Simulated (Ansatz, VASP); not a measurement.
Given: the input of a run of VASP 6.6.1 on MnS.

File INCAR:

```
SYSTEM = MnS
PREC = Accurate
ENCUT = 600
EDIFF = 1E-7
ISMEAR = -1
SIGMA = 0.05
LREAL = .FALSE.
LASPH = .TRUE.
NELM = 150
ALGO = Normal
ISIF = 3
LWAVE = .FALSE.
LCHARG = .FALSE.
ISPIN = 2
MAGMOM = 4 0
LORBIT = 11
LMAXMIX = 4
GGA = PE
IBRION = 2
NSW = 80
EDIFFG = -0.005
```

KPOINTS

```
regular mesh
0
G
  7 7 7
  0 0 0
```

File POSCAR:

```
MnS
1.0
    0.0000000000      2.6045000000      2.6045000000
    2.6045000000      0.0000000000      2.6045000000
    2.6045000000      2.6045000000      0.0000000000
Mn S
1 1
Direct
    0.0000000000      0.0000000000      0.0000000000
    0.5000000000      0.5000000000      0.5000000000
```

Potentials or basis: VASP PAW PBE potentials, release 64 (Mn_pv, S).

Run with:

```sh
$ cat potpaw_PBE.64/Mn_pv/POTCAR potpaw_PBE.64/S/POTCAR > POTCAR
$ mpirun -np 1 vasp_std > vasp.out
```

**Question.** Set up the same calculation for Ansatz 0.2.0. Potentials there: all-electron LAPW, scalar-relativistic.

**Answer.** As run (the cutoff follows the program's own potentials):

input.yaml

```yaml
crystal:
  lattice:
    - [0.0, 2.6045, 2.6045]
    - [2.6045, 0.0, 2.6045]
    - [2.6045, 2.6045, 0.0]
  atoms:
    - { symbol: Mn, position: [0.0, 0.0, 0.0], spin: 4.0 }
    - { symbol: S, position: [0.5, 0.5, 0.5] }
kpoints:
  mp_grid: { grid: [7, 7, 7] }
scf:
  occupations: { method: fermi_dirac, width: 0.05 }
hamiltonian:
  xc: pbe
  pseudopotentials: { kind: all_electron, lapw: { basis_error: 0.001 } }
magnetization:
  spin_polarized: true
output:
  forces: true
  stress: true
relax:
  f_tol: 0.005
  max_steps: 60
  cell: {}
```

Potentials or basis: all-electron LAPW, scalar-relativistic.

The run is started by

```console
$ ansatz run input.yaml --threads 2 --pin off --max-ram 6144MiB --backend cpu --events-out ev --progress --plain --runs-dir out
```

Both were run:

|  | VASP | Ansatz | Ansatz less VASP |
| --- | --- | --- | --- |
| net moment per atom (μB) | 2.29 | 2.29 | 0.000 |
| size of the moment on the site where the two differ most (μB) | 4.16 | 4.29 | +0.131 |
| relaxed volume (Å³/atom) | 16.75 | 16.75 | -0.002 |
| relaxed length of the cell vector where the two differ most in proportion (Å) | 3.618 | 3.618 | -0.0002 |

Site moments also hang on the region over which each program counts them. Ansatz ran all-electron here, and VASP with PAW potentials.

Noted on Ansatz's run: the k mesh is thin for a metal, which can move the energy by tens of meV per atom.
